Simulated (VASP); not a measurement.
Wanted: the native input for a VASP 6.6.1 run.

```
Task                   : single point
Functional             : LDA
Potentials or basis    : VASP PAW LDA potentials, release 64 (Si)
Cutoff                 : 520 eV
k mesh                 : 12 × 12 × 6
Occupations            : gaussian, width 0.03 eV
Spin                   : no spin polarisation
Dipole correction      : no
Further INCAR settings : ALGO = Normal; EDIFF = 1e-06; NBANDS = 16
```

The structure of Si lies in POSCAR:

```
Si
1.0
    3.8016851185     -0.0507524963      0.0000000000
   -1.9447955104      3.3177321380      0.0000000000
    0.0000000000      0.0000000000      6.2886938331
Si
4
Direct
    0.3333333333      0.6666666667      0.0630360460
    0.6666666667      0.3333333333      0.5630360460
    0.3333333333      0.6666666667      0.4369639540
    0.6666666667      0.3333333333      0.9369639540
```

This cell differs from its parent crystal: engineering shear strain xy -0.0267, strain +e along x and -e along y +0.0000.

These files were run (other wordings do the same):

INCAR

```
SYSTEM = Si
  PREC = Accurate
  ENCUT = 520
  EDIFF = 1E-6
  ISMEAR = 0
  SIGMA = 0.03
  LREAL = .False.
  LASPH = .True.
  NELM = 100
  ALGO = Normal
  ISIF = 2
  LWAVE = .False.
  LCHARG = .False.
  NBANDS = 16
```

KPOINTS

```
regular mesh
0
Gamma
  12 12 6
  0 0 0
```

Potentials or basis: VASP PAW LDA potentials, release 64 (Si).

Run with:

```bash
$ cat potpaw_LDA.64/Si/POTCAR > POTCAR
$ mpirun -np 1 vasp_std > vasp.out
```

Results of the run:

The pressure is 0.1 GPa and the largest force is 0.223 eV/Å. The band gap on the k mesh is 0.06 eV (least direct gap 0.90 eV).

Caveat: the cell differs from its parent crystal (engineering shear strain xy -0.0267, strain +e along x and -e along y +0.0000).

Wall time 3.5 min on 1 thread of Intel(R) Xeon(R) Platinum 8259CL CPU @ 2.50GHz (Skylake/Cascade Lake), on a shared host, peak memory 0.35 GiB.
